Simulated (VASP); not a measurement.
# Zn (P6_3/mmc) in VASP: single point with PBE

Aim: the single point of Zn with PBE.

Program: VASP 6.6.1. These are calculated values, not measurements. Logs are shortened: lines on timing, memory, paths and dates and some standing lists are left out, and cuts for length are marked.

### 1 The cell of the first run

The structure is hexagonal, space group P6_3/mmc (No. 194). Conventional cell: a = 2.670 Å, b = 2.670 Å, c = 4.966 Å, α = 90.00°, β = 90.00°, γ = 120.00°. Within 3.5 Å of Zn (site symmetry -6m2) lie 12 Zn at 2.67 to 2.92 Å.

### 2 Single point, PBE

Contents of INCAR:

```
SYSTEM = Zn
  PREC = Accurate
  ENCUT = 520
  EDIFF = 1E-6
  ISMEAR = -1
  SIGMA = 0.2
  LREAL = .FALSE.
  LASPH = .TRUE.
  NELM = 100
  ALGO = Normal
  ISIF = 2
  LWAVE = .FALSE.
  LCHARG = .TRUE.
  GGA = PE
  LELF = .TRUE.
  LVHAR = .TRUE.
  NBANDS = 19
```

Contents of KPOINTS:

```
Automatic mesh
0
G
  21 21 10
  0 0 0
```

Contents of POSCAR:

```
Zn
1.0
    2.6700000000      0.0000000000      0.0000000000
   -1.3350000000      2.3122878281      0.0000000000
    0.0000000000      0.0000000000      4.9660000000
Zn
2
Direct
    0.6666666667      0.3333333333      0.7500000000
    0.3333333333      0.6666666667      0.2500000000
```

Potentials or basis: VASP PAW PBE potentials, release 64 (Zn).

The run is started by

```sh
> cat potpaw_PBE.64/Zn/POTCAR > POTCAR
> mpirun -np 1 vasp_std > vasp.out
```

OUTCAR:

```text
SYSTEM = Zn
   PREC = Accurate
   ENCUT = 520
   EDIFF = 1E-6
   ISMEAR = -1
   LREAL = .FALSE.
   LASPH = .TRUE.
   NELM = 100
   ISIF = 2
   GGA = PE

 ion  position               nearest neighbor table
   1  0.667  0.333  0.750-   2 2.92   2 2.92   2 2.92   2 2.92   2 2.92   2 2.92
   2  0.333  0.667  0.250-   1 2.92   1 2.92   1 2.92   1 2.92   1 2.92   1 2.92

  LATTYP: Found a hexagonal cell.
 ALAT       =     2.6700000000
 C/A-ratio  =     1.8599250936

  Lattice vectors:

 A1 = (   2.6700000000,   0.0000000000,   0.0000000000)
 A2 = (  -1.3350000000,   2.3122878281,   0.0000000000)
 A3 = (   0.0000000000,   0.0000000000,   4.9660000000)

Analysis of symmetry for initial positions (statically):
=====================================================================
 Subroutine PRICEL returns:
 Original cell was already a primitive cell.

 Routine SETGRP: Setting up the symmetry group for a
 hexagonal supercell.

 Subroutine GETGRP returns: Found 24 space group operations
 (whereof 12 operations were pure point group operations)
 out of a pool of 24 trial point group operations.

The static configuration has the point symmetry D_3d.
 The point group associated with its full space group is D_6h.

Analysis of symmetry for dynamics (positions and initial velocities):
=====================================================================
 Subroutine PRICEL returns:
 Original cell was already a primitive cell.

 Routine SETGRP: Setting up the symmetry group for a
 hexagonal supercell.

 Subroutine GETGRP returns: Found 24 space group operations
 (whereof 12 operations were pure point group operations)
 out of a pool of 24 trial point group operations.

The dynamic configuration has the point symmetry D_3d.
 The point group associated with its full space group is D_6h.

 Subroutine INISYM returns: Found 24 space group operations
 (whereof 12 operations are pure point group operations),
 and found     1 'primitive' translations

----------------------------------------------------------------------------------------

                                     Primitive cell

  volume of cell :      30.6591

  direct lattice vectors                    reciprocal lattice vectors
     2.670000000  0.000000000  0.000000000     0.374531835  0.216236056  0.000000000
    -1.335000000  2.312287828  0.000000000     0.000000000  0.432472112  0.000000000
     0.000000000  0.000000000  4.966000000     0.000000000  0.000000000  0.201369311

  length of vectors
     2.670000000  2.670000000  4.966000000     0.432472112  0.432472112  0.201369311

  position of ions in fractional coordinates (direct lattice)
     0.666666667  0.333333333  0.750000000
     0.333333333  0.666666667  0.250000000

  ion indices of the primitive-cell ions
   primitive index   ion index
                 1           1
                 2           2

----------------------------------------------------------------------------------------

 KPOINTS: Automatic mesh

Automatic generation of k-mesh.
 Grid dimensions read from file:
 generate k-points for:   21   21   10

 Generating k-lattice:

  Cartesian coordinates                     Fractional coordinates (reciprocal lattice)
     0.017834849  0.010296955  0.000000000     0.047619048  0.000000000  0.000000000
     0.000000000  0.020593910  0.000000000     0.000000000  0.047619048  0.000000000
     0.000000000  0.000000000  0.020136931     0.000000000  0.000000000  0.100000000

  Length of vectors
     0.020593910  0.020593910  0.020136931

  Shift w.r.t. Gamma in fractional coordinates (k-lattice)
     0.000000000  0.000000000  0.000000000

 Subroutine IBZKPT returns following result:
 ===========================================

 Found    288 irreducible k-points:

 Following reciprocal coordinates:
            Coordinates               Weight
  0.000000  0.000000  0.000000      1.000000
  0.047619  0.000000  0.000000      6.000000
  0.095238  0.000000  0.000000      6.000000
  0.142857  0.000000  0.000000      6.000000
  0.190476  0.000000  0.000000      6.000000
  0.238095  0.000000  0.000000      6.000000
[... 16 lines left out ...]
  0.142857  0.095238  0.000000     12.000000
  0.190476  0.095238  0.000000     12.000000
 [... further k-points ...]
   k-points           NKPTS =    288   k-points in BZ     NKDIM =    288   number of bands    NBANDS=     19
   number of dos      NEDOS =    301   number of ions     NIONS =      2
   total plane-waves  NPLWV =  16000
   dimension x,y,z NGX =    20 NGY =   20 NGZ =   40
   dimension x,y,z NGXF=    40 NGYF=   40 NGZF=   80
   ions per type =               2
   NGX,Y,Z   is equivalent  to a cutoff of  12.45, 12.45, 13.39 a.u.
   NGXF,Y,Z  is equivalent  to a cutoff of  24.91, 24.91, 26.78 a.u.
 SYSTEM =  Zn
   PREC   = accura    normal or accurate (medium, high low for compatibility)
   ISTART =      0    job   : 0-new  1-cont  2-samecut
   ICHARG =      2    charge: 1-file 2-atom 10-const
   ISPIN  =      1    spin polarized calculation?
   LNONCOLLINEAR =      F non collinear calculations
   LSORBIT =      F    spin-orbit coupling
   LASPH  =      T    aspherical Exc in radial PAW
   ENCUT  =  520.0 eV  38.22 Ry    6.18 a.u.   4.96  4.96  9.23*2*pi/ulx,y,z
   NELM   =    100;   NELMIN=  2; NELMDL= -5     # of ELM steps
   EDIFF  = 0.1E-05   stopping-criterion for ELM
   LREAL  =      F    real-space projection
   EDIFFG = 0.1E-04   stopping-criterion for IOM
   NSW    =      0    number of steps for IOM
   IBRION =     -1    ionic relax: 0-MD 1-quasi-New 2-CG
   NFREE  =      0    steps in history (QN), initial steepest desc. (CG)
   ISIF   =      2    stress and relaxation
   ISYM   =      2    0-nonsym 1-usesym 2-fastsym
   POTIM  = 0.5000    time-step for ionic-motion
   TEBEG  =    0.0;   TEEND  =   0.0 temperature during run
   PSTRESS=    0.0 pullay stress
   NELECT =      24.0000    total number of electrons
   NUPDOWN=      -1.0000    fix difference up-down
   EMIN   =  10.00;   EMAX   =-10.00  energy-range for DOS
   EFERMI =   0.00;   METHOD = LEGACY
   ISMEAR =    -1;   SIGMA  =   0.20  broadening in eV -4-tet -1-fermi 0-gaus
   EFERMI_NEDOS =   21; number of points for ismear=-14 and -15
   IALGO  =     38    algorithm
   IMIX   =      4    mixing-type and parameters
     AMIX     =   0.40;   BMIX     =  1.00
     AMIX_MAG =   1.60;   BMIX_MAG =  1.00
  volume/ion in A,a.u.               =      15.33       103.45
  Fermi-wavevector in a.u.,A,eV,Ry     =   1.508778  2.851177 30.972445  2.276410
  Thomas-Fermi vector in A             =   2.619187
   LORBIT       =      0    0 simple, 1 ext, 2 COOP (PROOUT), +10 PAW based schemes
   GGA     = PE    functional components
   LHFCALC =     F    Hartree Fock is set to
   AEXX    =    0.0000 exact exchange contribution
   IVDW    =     0    specifies the selected vdW correction
   LEPSILON=     F    determine dielectric tensor
   LRPA    =     F    only Hartree local field effects (RPA)
 non-spin polarized calculation
  energy-cutoff  :      520.00
  volume of cell :       30.66
 maximum number of plane-waves:       855
 NGX is ok and might be reduce to    20
   NGX =  9   NGY =  9   NGZ = 19

 number of electron      24.0000011 magnetization

 Free energy of the ion-electron system (eV)
  ---------------------------------------------------
  ext. energy  EPLUGINS =         0.00000000
  ---------------------------------------------------
  free energy    TOTEN  =        -2.24392714 eV

  energy without entropy =       -2.17985264  energy(sigma->0) =       -2.21188989

 E-fermi :   3.0751     XC(G=0): -11.5102

 val. band max:        3.0216387880   @ k =   0.2381   0.1905   0.0000
 cond. band min:       3.0756526537   @ k =   0.3333   0.3333   0.0000
 fundamental gap:      0.0540138657
 Fermi energy:         3.0750549074

 k-point     1 :       0.0000    0.0000    0.0000
  band No.  band energies     occupation
      1      -7.2831      2.00000
      2      -5.5185      2.00000
      3      -4.8350      2.00000
      4      -4.6067      2.00000
      5      -4.6067      2.00000
      6      -4.5581      2.00000
[... 11 lines left out ...]
     18      22.0601      0.00000
     19      22.0627      0.00000

 k-point     2 :       0.0476    0.0000    0.0000
  band No.  band energies     occupation
      1      -7.2160      2.00000
      2      -5.4892      2.00000
      3      -4.8280      2.00000
      4      -4.6135      2.00000
      5      -4.5910      2.00000
      6      -4.5655      2.00000
[... 11 lines left out ...]
     18      21.3190      0.00000
     19      22.7387      0.00000

 k-point     3 :       0.0952    0.0000    0.0000
  band No.  band energies     occupation
      1      -7.0163      2.00000
      2      -5.4070      2.00000
      3      -4.8103      2.00000
      4      -4.6300      2.00000
      5      -4.5831      2.00000
      6      -4.5451      2.00000
[... 11 lines left out ...]
     18      20.7737      0.00000
     19      22.5378      0.00000

 k-point     4 :       0.1429    0.0000    0.0000
  band No.  band energies     occupation
      1      -6.6909      2.00000
      2      -5.2908      2.00000
      3      -4.7929      2.00000
      4      -4.6507      2.00000
      5      -4.5871      2.00000
      6      -4.4722      2.00000
[... 11 lines left out ...]
     18      19.8157      0.00000
     19      21.2493      0.00000

 k-point     5 :       0.1905    0.0000    0.0000
  band No.  band energies     occupation
      1      -6.2587      2.00000
      2      -5.1795      2.00000
      3      -4.7753      2.00000
      4      -4.6731      2.00000
      5      -4.5408      2.00000
      6      -4.5343      2.00000
[... 11 lines left out ...]
     18      19.0220      0.00000
     19      19.4373      0.00000

 k-point     6 :       0.2381    0.0000    0.0000
  band No.  band energies     occupation
      1      -5.7780      2.00000
      2      -5.1279      2.00000
      3      -4.7271      2.00000
      4      -4.6873      2.00000
      5      -4.6566      2.00000
      6      -4.3981      2.00000
[... 11 lines left out ...]
     18      18.5275      0.00000
     19      18.9588      0.00000

 k-point     7 :       0.2857    0.0000    0.0000
  band No.  band energies     occupation
      1      -5.4099      2.00000
      2      -5.1423      2.00000
      3      -4.8175      2.00000
      4      -4.6644      2.00000
      5      -4.5310      2.00000
      6      -4.4550      2.00000
[... 11 lines left out ...]
     18      18.1141      0.00000
     19      19.5414      0.00000

 k-point     8 :       0.3333    0.0000    0.0000
  band No.  band energies     occupation
      1      -5.2821      2.00000
      2      -5.1781      2.00000
      3      -4.9242      2.00000
      4      -4.5912      2.00000
      5      -4.5136      2.00000
      6      -4.4102      2.00000
[... 256 lines left out ...]
 k-point    20 :       0.4286    0.0476    0.0000
  band No.  band energies     occupation
      1      -5.3032      2.00000
      2      -5.2152      2.00000
      3      -5.0693      2.00000
      4      -4.6078      2.00000
      5      -4.4641      2.00000
      6      -4.4632      2.00000
[... 11 lines left out ...]
     18      17.8356      0.00000
     19      18.1831      0.00000

 k-point    21 :       0.4762    0.0476    0.0000
  band No.  band energies     occupation
      1      -5.3127      2.00000
      2      -5.2221      2.00000
      3      -5.0822      2.00000
      4      -4.6160      2.00000
      5      -4.4695      2.00000
      6      -4.4509      2.00000
[... 11 lines left out ...]
     18      17.7545      0.00000
     19      18.1367      0.00000

 k-point    22 :       0.0952    0.0952    0.0000
  band No.  band energies     occupation
      1      -6.4994      2.00000
      2      -5.2241      2.00000
      3      -4.7949      2.00000
      4      -4.6428      2.00000
      5      -4.6345      2.00000
      6      -4.4400      2.00000
[... 11 lines left out ...]
     18      20.2506      0.00000
     19      21.2193      0.00000

 k-point    23 :       0.1429    0.0952    0.0000
  band No.  band energies     occupation
      1      -6.0754      2.00000
      2      -5.1109      2.00000
      3      -4.8058      2.00000
      4      -4.6718      2.00000
      5      -4.6003      2.00000
      6      -4.5742      2.00000
[... 11 lines left out ...]
     18      19.1906      0.00000
     19      19.6022      0.00000

 k-point    24 :       0.1905    0.0952    0.0000
  band No.  band energies     occupation
      1      -5.6063      2.00000
      2      -5.0513      2.00000
      3      -4.7775      2.00000
      4      -4.7064      2.00000
      5      -4.6856      2.00000
      6      -4.5151      2.00000
[... 11 lines left out ...]
     18      18.4596      0.00000
     19      18.9583      0.00000

 [... further k-points ...]

------------------------ aborting loop because EDIFF is reached ----------------------------------------

  FORCE on cell =-STRESS in cart. coord.  units (eV):
  Direction    XX          YY          ZZ          XY          YZ          ZX
  --------------------------------------------------------------------------------------
  -------------------------------------------------------------------------------------
  Total       -0.1116699     -0.1116699      0.0656748      0.0000000      0.0000000      0.0000000
  in kB       -5.8356154     -5.8356154      3.4320172      0.0000000      0.0000000      0.0000000
  external PRESSURE =      -2.7464045 kB  Pullay stress =       0.0000000 kB

 VOLUME and BASIS-vectors are now :
 -----------------------------------------------------------------------------
  energy-cutoff  :      520.00
  volume of cell :       30.66
      direct lattice vectors                 reciprocal lattice vectors
     2.670000000  0.000000000  0.000000000     0.374531835  0.216236056  0.000000000
    -1.335000000  2.312287828  0.000000000     0.000000000  0.432472112  0.000000000
     0.000000000  0.000000000  4.966000000     0.000000000  0.000000000  0.201369311

 POSITION                                       TOTAL-FORCE (eV/Angst)
 -----------------------------------------------------------------------------------
      1.33500      0.77076      3.72450         0.000000     -0.000000      0.000000
     -0.00000      1.54153      1.24150        -0.000000      0.000000      0.000000
 -----------------------------------------------------------------------------------
    total drift:                               -0.000000      0.000000      0.000000

  FREE ENERGIE OF THE ION-ELECTRON SYSTEM (eV)
  ---------------------------------------------------
  free  energy   TOTEN  =        -2.2439271421 eV

  energy  without entropy=       -2.1798526404  energy(sigma->0) =       -2.21188989
```

Run time: 2.3 min. Hardware: 1 thread of AMD EPYC 7R43 (Zen 3), shared host; peak memory 0.21 GiB.

What came out:

```
Free energy            : -2.2439 eV
Pressure               : -0.3 GPa
Band gap on the k mesh : zero (bands 12 and 13 overlap by 4.55 eV)
```

Levels at points of the mesh, in eV from the Fermi level:
```tsv
k point	band 9	band 10	band 11	band 12	band 13	band 14	band 15	band 16
(0.00, 0.00, 0.00)	-7.31	-7.11	-7.11	-3.62	-3.09	13.47	17.10	17.34
(0.00, 0.00, 0.50)	-7.19	-7.19	-7.19	-7.19	4.51	4.51	18.61	18.61
```
